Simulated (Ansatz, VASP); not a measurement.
# BN: VASP beside Ansatz

The input INCAR:

```
SYSTEM = BN
ALGO = Normal
EDIFF = 1E-7
ENCUT = 520
GGA = PS
ISIF = 2
ISMEAR = 0
LASPH = .TRUE.
LCHARG = .FALSE.
LREAL = .FALSE.
LWAVE = .FALSE.
NBANDS = 11
NELM = 80
PREC = Accurate
SIGMA = 0.05
```

Contents of KPOINTS:

```
k-points
0
G
  12 12 12
  0 0 0
```

The input POSCAR:

```
BN
1.0
    0.0000000000      3.4953158300      2.1660912400
    1.2516321000      0.0000000000      2.1660912400
    1.2516321000      3.4953158300      0.0000000000
B N
1 1
Direct
   -0.0279851306     -0.0642497834      1.0077550050
    0.6666513400      0.6666513400      0.3333486600
```

Input for Ansatz:

```yaml
crystal:
  lattice:
    - [0.0, 3.49531583, 2.16609124]
    - [1.2516321, 0.0, 2.16609124]
    - [1.2516321, 3.49531583, 0.0]
  atoms:
    - { symbol: B, position: [-0.0279851306, -0.0642497834, 1.007755005] }
    - { symbol: "N", position: [0.66665134, 0.66665134, 0.33334866] }
basis:
  ecutwfc: 420
kpoints:
  mp_grid: { grid: [12, 12, 12] }
hamiltonian:
  xc: pbesol
scf:
  occupations: { method: gaussian, width: 0.05 }
output:
  forces: true
  stress: true
  eigenvalues: true
```

Alike in both runs: task single point; functional PBEsol; k mesh 12 × 12 × 12; occupations gaussian, width 0.05 eV; no spin polarisation.

|  | VASP | Ansatz |
| --- | --- | --- |
| version | VASP 6.6.1 | Ansatz 0.2.0 |
| potentials or method | VASP PAW PBE potentials, release 64 (B, N), cutoff 520 eV | scalar-relativistic, plane waves, PAW |
| valence electrons in the cell | 8 | 8 |

|  | VASP | Ansatz | Ansatz less VASP |
| --- | --- | --- | --- |
| gap on the k mesh at the Fermi level (eV) | 1.80 | 1.82 | +0.014 |
| least direct gap on the mesh (eV) | 3.69 | 3.70 | +0.012 |
| pressure (GPa) | 19.2 | 19.0 | -0.18 |
| traceless stress, the component that is largest in VASP (GPa) | 43.37 | 42.93 | -0.431 |
| rms of the force components (eV/Å) | 6.535 | 6.518 | -0.0169 |

VASP's potentials were made for PBE, not for PBEsol. Atom by atom the forces differ by 0.017 eV/Å (rms over components).
